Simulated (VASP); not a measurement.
# KI (I4/mmm) in VASP: further runs

Runs on KI. Level: HSE06. Tasks: single point.

Everything below comes from runs of VASP 6.6.1. Logs are shortened: lines on timing, memory, paths and dates and some standing lists are left out, and cuts for length are marked.

### Step 1. The cell of the first run

Symmetry: I4/mmm, No. 139, tetragonal system. The conventional cell has a = 5.012 Å, b = 5.012 Å, c = 6.993 Å, α = 90.00°, β = 90.00°, γ = 90.00°. K (site symmetry 4/mmm) has 6 I at 3.50 to 3.54 Å within 4.6 Å. I (site symmetry 4/mmm) has 6 K at 3.50 to 3.54 Å within 4.6 Å.

### Step 2. Single point, HSE06 (uniaxial x strain -1.4%)

POSCAR

```
KI
1.0
    0.0000000000      3.5442832400      3.5442832400
    3.4964354162      0.0000000000      3.5442832400
    3.4964354162      3.5442832400      0.0000000000
K I
1 1
Direct
    0.0000000000      0.0000000000      0.0000000000
    0.5000000000      0.5000000000      0.5000000000
```

INCAR.step1

```
SYSTEM = KI
ALGO = Normal ; EDIFF = 1E-5
ENCUT = 520 ; GGA = PE
ISIF = 2 ; ISMEAR = 0
LASPH = .TRUE. ; LCHARG = .FALSE.
LREAL = .FALSE. ; LWAVE = .TRUE.
NBANDS = 15 ; NELM = 60
PREC = Accurate ; SIGMA = 0.01
```

INCAR.step2

```
SYSTEM = KI
ALGO = Normal ; EDIFF = 1E-6
ENCUT = 520 ; GGA = PE
HFSCREEN = 0.2079 ; ISIF = 2
ISMEAR = 0 ; ISTART = 1
LASPH = .TRUE. ; LCHARG = .FALSE.
LHFCALC = .TRUE. ; LREAL = .FALSE.
LWAVE = .FALSE. ; NBANDS = 15
NELM = 60 ; PREC = Accurate
PRECFOCK = Normal ; SIGMA = 0.01
```

KPOINTS

```
k-points
0
G
  4 4 4
  0 0 0
```

Potentials or basis: VASP PAW PBE potentials, release 64 (K_sv, I).

Started as:

```console
$ cat potpaw_PBE.64/K_sv/POTCAR potpaw_PBE.64/I/POTCAR > POTCAR
$ cp INCAR.step1 INCAR
$ mpirun -np 1 vasp_std > vasp.out
$ cp INCAR.step2 INCAR
$ mpirun -np 1 vasp_std > vasp.out
```

OUTCAR:

```text
SYSTEM = KI
   EDIFF = 1E-6
   ENCUT = 520
   GGA = PE
   HFSCREEN = 0.2079
   ISIF = 2
   ISMEAR = 0
   ISTART = 1
   LASPH = .TRUE.
   LHFCALC = .TRUE.
   LREAL = .FALSE.
   NELM = 60
   PREC = Accurate
   PRECFOCK = Normal

 ion  position               nearest neighbor table
   1  0.000  0.000  0.000-   2 3.50   2 3.50   2 3.54   2 3.54   2 3.54   2 3.54
   2  0.500  0.500  0.500-   1 3.50   1 3.50   1 3.54   1 3.54   1 3.54   1 3.54

  LATTYP: Found a body centered tetragonal cell.
 ALAT       =     5.0123734269
 C/A-ratio  =     1.3951216793

  Lattice vectors:

 A1 = (  -3.4964354162,   0.0000000000,  -3.5442832400)
 A2 = (  -3.4964354162,   0.0000000000,   3.5442832400)
 A3 = (   3.4964354162,   3.5442832400,   0.0000000000)

Analysis of symmetry for initial positions (statically):
=====================================================================
 Subroutine PRICEL returns:
 Original cell was already a primitive cell.

 Routine SETGRP: Setting up the symmetry group for a
 body centered tetragonal supercell.

 Subroutine GETGRP returns: Found 16 space group operations
 (whereof 16 operations were pure point group operations)
 out of a pool of 16 trial point group operations.

The static configuration has the point symmetry D_4h.

Analysis of symmetry for dynamics (positions and initial velocities):
=====================================================================
 Subroutine PRICEL returns:
 Original cell was already a primitive cell.

 Routine SETGRP: Setting up the symmetry group for a
 body centered tetragonal supercell.

 Subroutine GETGRP returns: Found 16 space group operations
 (whereof 16 operations were pure point group operations)
 out of a pool of 16 trial point group operations.

The dynamic configuration has the point symmetry D_4h.

 Subroutine INISYM returns: Found 16 space group operations
 (whereof 16 operations are pure point group operations),
 and found     1 'primitive' translations

----------------------------------------------------------------------------------------

                                     Primitive cell

  volume of cell :      87.8440

  direct lattice vectors                    reciprocal lattice vectors
     0.000000000  3.544283240  3.544283240    -0.143002784  0.141072247  0.141072247
     3.496435416  0.000000000  3.544283240     0.143002784 -0.141072247  0.141072247
     3.496435416  3.544283240  0.000000000     0.143002784  0.141072247 -0.141072247

  length of vectors
     5.012373427  4.978654869  4.978654869     0.245463957  0.245463957  0.245463957

[... 89 lines left out ...]
  volume/ion in A,a.u.               =      43.92       296.40
  Fermi-wavevector in a.u.,A,eV,Ry     =   0.927992  1.753650 11.716907  0.861168
  Thomas-Fermi vector in A             =   2.054120
   LORBIT       =      0    0 simple, 1 ext, 2 COOP (PROOUT), +10 PAW based schemes
   GGA     = PE    functional components
   LHFCALC =     T    Hartree Fock is set to
   PRECFOCK=normal    Normal, Fast or Accurate (Low or Medium for compatibility)
   ENCUT4O =  -1.0   cutoff for four orbital integrals eV
   NKREDX  =     1    reduce k-point grid by
   NKREDY  =     1    reduce k-point grid by
   NKREDZ  =     1    reduce k-point grid by
   AEXX    =    0.2500 exact exchange contribution
   HFSCREEN=    0.2079 screening length (either q_TF or 0.3 A-1)
   HFSCREENC=   0.2079 screening length for correlation (either q_TF or 0.3 A-1)
   ENCUTFOCK=  -1.0 apply spherical cutoff to Coloumb kernel
   IVDW    =     0    specifies the selected vdW correction
   LEPSILON=     F    determine dielectric tensor
   LRPA    =     F    only Hartree local field effects (RPA)
 non-spin polarized calculation
 Gauss-broadening in eV      SIGMA  =   0.01
  energy-cutoff  :      520.00
  volume of cell :       87.84
 maximum number of plane-waves:      2381
 NGX is ok and might be reduce to    40
  NGX = 28; NGY = 28; NGZ = 28

 number of electron      15.9999999 magnetization

 Free energy of the ion-electron system (eV)
  ---------------------------------------------------
  ext. energy  EPLUGINS =         0.00000000
  ---------------------------------------------------
  free energy    TOTEN  =        -6.39842913 eV

  energy without entropy =       -6.39842913  energy(sigma->0) =       -6.39842913

 E-fermi :  -1.0244     XC(G=0):  -6.0549

 val. band max:       -1.1230630914   @ k =   0.0000   0.0000   0.0000
 cond. band min:       3.8389926634   @ k =   0.0000   0.0000   0.0000
 fundamental gap:      4.9620557548
 Fermi energy:        -1.0244047899

 k-point     1 :       0.0000    0.0000    0.0000
  band No.  band energies     occupation
      1     -31.9452      2.00000
      2     -14.0799      2.00000
      3     -14.0785      2.00000
      4     -14.0785      2.00000
      5     -12.5227      2.00000
      6      -1.1252      2.00000
      7      -1.1252      2.00000
      8      -1.1231      2.00000
      9       3.8390      0.00000
     10       6.4905      0.00000
     11       6.4905      0.00000
     12       6.5741      0.00000
     13       7.3253      0.00000
     14       7.3894      0.00000
[... 203 lines left out ...]
      2     -14.1287      2.00000
      3     -14.0988      2.00000
      4     -14.0988      2.00000
      5     -12.3499      2.00000
      6      -2.1909      2.00000
      7      -1.5372      2.00000
      8      -1.5372      2.00000
      9       4.7985      0.00000
     10       5.7245      0.00000
     11       8.3787      0.00000
     12       8.8467      0.00000
     13       9.0694      0.00000
     14      10.0311      0.00000
     15      10.0311      0.00000

------------------------ aborting loop because EDIFF is reached ----------------------------------------

  FORCE on cell =-STRESS in cart. coord.  units (eV):
  Direction    XX          YY          ZZ          XY          YZ          ZX
  --------------------------------------------------------------------------------------
  -------------------------------------------------------------------------------------
  Total        0.3959154      0.1886625      0.1886625      0.0000000      0.0000000      0.0000000
  in kB        7.2210543      3.4409941      3.4409941      0.0000000      0.0000000      0.0000000
  external PRESSURE =       4.7010142 kB  Pullay stress =       0.0000000 kB

 VOLUME and BASIS-vectors are now :
 -----------------------------------------------------------------------------
  energy-cutoff  :      520.00
  volume of cell :       87.84
      direct lattice vectors                 reciprocal lattice vectors
     0.000000000  3.544283240  3.544283240    -0.143002784  0.141072247  0.141072247
     3.496435416  0.000000000  3.544283240     0.143002784 -0.141072247  0.141072247
     3.496435416  3.544283240  0.000000000     0.143002784  0.141072247 -0.141072247

 POSITION                                       TOTAL-FORCE (eV/Angst)
 -----------------------------------------------------------------------------------
      0.00000      0.00000      0.00000         0.000000      0.000000      0.000000
      3.49644      3.54428      3.54428        -0.000000      0.000000      0.000000
 -----------------------------------------------------------------------------------
    total drift:                                0.000000      0.000000     -0.000000

  FREE ENERGIE OF THE ION-ELECTRON SYSTEM (eV)
  ---------------------------------------------------
  free  energy   TOTEN  =        -6.3984291259 eV

  energy  without entropy=       -6.3984291259  energy(sigma->0) =       -6.39842913
```

OUTCAR.step1:

```text
SYSTEM = KI
   EDIFF = 1E-5
   ENCUT = 520
   GGA = PE
   ISIF = 2
   ISMEAR = 0
[... 444 lines left out ...]
      0.00000      0.00000      0.00000         0.000000     -0.000000      0.000000
      3.49644      3.54428      3.54428         0.000000      0.000000     -0.000000
 -----------------------------------------------------------------------------------
    total drift:                                0.000000     -0.000000     -0.000000

  FREE ENERGIE OF THE ION-ELECTRON SYSTEM (eV)
  ---------------------------------------------------
  free  energy   TOTEN  =        -5.5531868505 eV

  energy  without entropy=       -5.5531868505  energy(sigma->0) =       -5.55318685
```

OSZICAR.step1:

```text
N       E                     dE             d eps       ncg     rms          rms(c)
DAV:   1     0.921415104181E+02    0.92142E+02   -0.65880E+03   390   0.910E+02
DAV:   2     0.654385643884E-01   -0.92076E+02   -0.86303E+02   516   0.213E+02
DAV:   3    -0.535399493160E+01   -0.54194E+01   -0.53943E+01   530   0.466E+01
DAV:   4    -0.563148220093E+01   -0.27749E+00   -0.27739E+00   624   0.941E+00
DAV:   5    -0.563363634435E+01   -0.21541E-02   -0.21541E-02   537   0.911E-01    0.308E+00
DAV:   6    -0.555124702056E+01    0.82389E-01   -0.94215E-02   488   0.178E+00    0.220E+00
DAV:   7    -0.554748170969E+01    0.37653E-02   -0.11336E-01   516   0.169E+00    0.787E-01
DAV:   8    -0.555256498093E+01   -0.50833E-02   -0.11812E-02   433   0.708E-01    0.130E-01
DAV:   9    -0.555300377980E+01   -0.43880E-03   -0.77461E-04   544   0.164E-01    0.767E-02
DAV:  10    -0.555313902325E+01   -0.13524E-03   -0.12152E-04   457   0.595E-02    0.207E-02
DAV:  11    -0.555318698676E+01   -0.47964E-04   -0.62602E-05   453   0.449E-02    0.186E-02
DAV:  12    -0.555318685049E+01    0.13628E-06   -0.25191E-06   419   0.126E-02
   1 F= -.55531869E+01 E0= -.55531869E+01  d E =-.548756E-13
```

It took 6.4 min on 1 thread of Intel Xeon 6975P-C (Granite Rapids), shared host; peak memory 0.35 GiB.

Results:

```
Free energy            : -6.3984 eV
Pressure               : 0.5 GPa
Band gap on the k mesh : 4.96 eV
```

Stress tensor (GPa, compression positive):
```
0.72 0.00 0.00
0.00 0.34 0.00
0.00 0.00 0.34
```

Caveat: the cell differs from its parent crystal (uniaxial x strain -1.4%); the PAW data sets were made with another functional, which shifts forces and pressure a little; spin-orbit coupling is left out, which moves the levels of the heavy elements.

### Step 3. Single point, HSE06 (uniaxial z strain +4.0%)

POSCAR

```
KI
1.0
    0.0000000000      3.5442832400      3.6864089979
    3.5442832400      0.0000000000      3.6864089979
    3.5442832400      3.5442832400      0.0000000000
K I
1 1
Direct
    0.0000000000      0.0000000000      0.0000000000
    0.5000000000      0.5000000000      0.5000000000
```

INCAR.step1

```
PREC = Accurate ; ENCUT = 520
EDIFF = 1E-5 ; ISMEAR = 0
SIGMA = 0.01 ; LREAL = False
LASPH = True ; NELM = 100
ALGO = Normal ; ISIF = 2
LWAVE = True ; LCHARG = False
GGA = PE ; NBANDS = 15
```

INCAR.step2

```
PREC = Accurate ; ENCUT = 520
EDIFF = 1E-6 ; ISMEAR = 0
SIGMA = 0.01 ; LREAL = False
LASPH = True ; NELM = 100
ALGO = Normal ; ISIF = 2
LWAVE = False ; LCHARG = False
GGA = PE ; LHFCALC = True
HFSCREEN = 0.2079 ; PRECFOCK = Normal
ISTART = 1 ; NBANDS = 15
```

KPOINTS

```
Automatic mesh
0
Gamma
  4 4 4
```

Potentials or basis: VASP PAW PBE potentials, release 64 (K_sv, I).

Started as:

```console
$ cat potpaw_PBE.64/K_sv/POTCAR potpaw_PBE.64/I/POTCAR > POTCAR
$ cp INCAR.step1 INCAR
$ mpirun -np 1 vasp_std > vasp.out
$ cp INCAR.step2 INCAR
$ mpirun -np 1 vasp_std > vasp.out
```

Wall time 7.8 min (1 thread of Intel Xeon 6975P-C (Granite Rapids), shared host); peak memory 0.35 GiB.

Results (log left out):

```
Free energy            : -6.3982 eV
Pressure               : -0.1 GPa
Band gap on the k mesh : 4.83 eV
```

Stress tensor (GPa, compression positive):
```
 0.13  0.00  0.00
 0.00  0.13  0.00
 0.00  0.00 -0.60
```

Levels at points of the mesh, in eV from the valence-band top:
| k point | band 4 | band 5 | band 6 | band 7 | band 8 | band 9 | band 10 | band 11 | band 12 | band 13 |
| --- | --- | --- | --- | --- | --- | --- | --- | --- | --- | --- |
| (0.00, 0.00, 0.00) | -13.04 | -11.32 | 0.00 | 0.00 | 0.00 | 4.83 | 7.50 | 7.73 | 7.73 | 8.38 |
| (0.50, 0.00, 0.00) | -13.04 | -11.06 | -1.28 | -0.32 | -0.30 | 6.43 | 8.73 | 9.00 | 9.29 | 10.02 |
| (0.50, 0.50, 0.00) | -13.06 | -11.18 | -1.00 | -0.33 | -0.33 | 6.04 | 6.72 | 9.36 | 9.53 | 9.99 |
| (0.50, 0.00, 0.50) | -13.06 | -11.17 | -0.98 | -0.41 | -0.35 | 6.00 | 6.72 | 9.44 | 9.70 | 10.02 |

Caveat: the cell differs from its parent crystal (uniaxial z strain +4.0%); the PAW data sets were made with another functional, which shifts forces and pressure a little; spin-orbit coupling is left out, which moves the levels of the heavy elements.
